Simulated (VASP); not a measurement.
## Tl: single point with PBEsol

Crystal: Tl.

```
CELL_PARAMETERS angstrom
3.45600 0.00000 0.00000
-1.72800 2.99298 0.00000
0.00000 0.00000 5.52500
ATOMIC_POSITIONS crystal
Tl 0.33333 0.66667 0.31787
Tl 0.66667 0.33333 0.75000
```

This cell differs from its parent crystal: one atom moved.

```
Program                : VASP 6.6.1
Task                   : single point
Functional             : PBEsol
Potentials or basis    : VASP PAW PBE potentials, release 64 (Tl_d)
Cutoff                 : 500 eV
k mesh                 : 12 × 12 × 8
Occupations            : gaussian, width 0.1 eV
Spin                   : no spin polarisation
Dipole correction      : no
Further INCAR settings : ALGO = Normal; EDIFF = 1e-06; NBANDS = 20
```

```json
{"Pressure": "2.0 GPa", "Largest force": "1.103 eV/Å", "Band gap on the k mesh": "zero (bands 13 and 14 overlap by 4.76 eV)"}
```

Forces in eV/Å, atoms in the order of the input:
```
Tl   0.000  0.000 -1.103
Tl   0.000  0.000  1.103
```

Stress tensor (GPa, compression positive):
```
1.82 0.00 0.00
0.00 1.82 0.00
0.00 0.00 2.41
```

Levels at points of the mesh, in eV from the Fermi level:
| k point | band 11 | band 12 | band 13 | band 14 | band 15 | band 16 |
| --- | --- | --- | --- | --- | --- | --- |
| (0.00, 0.00, 0.00) | -10.34 | -5.01 | -2.69 | 7.83 | 7.83 | 9.99 |
| (0.50, 0.00, 0.00) | -5.94 | -4.80 | -0.71 | 0.39 | 1.73 | 3.71 |
| (0.00, 0.00, 0.50) | -9.65 | -7.68 | 2.63 | 4.31 | 8.42 | 8.42 |
| (0.50, 0.00, 0.50) | -5.32 | -4.43 | -2.60 | -1.74 | 4.70 | 6.11 |

It took 37 s on 1 thread of Intel(R) Xeon(R) 6975P-C (Granite Rapids), on a shared host, peak memory 0.25 GiB.

Caveat: the cell differs from its parent crystal (one atom moved); the PAW data sets were made with another functional, which shifts forces and pressure a little; spin-orbit coupling is left out, which moves the levels of the heavy elements.
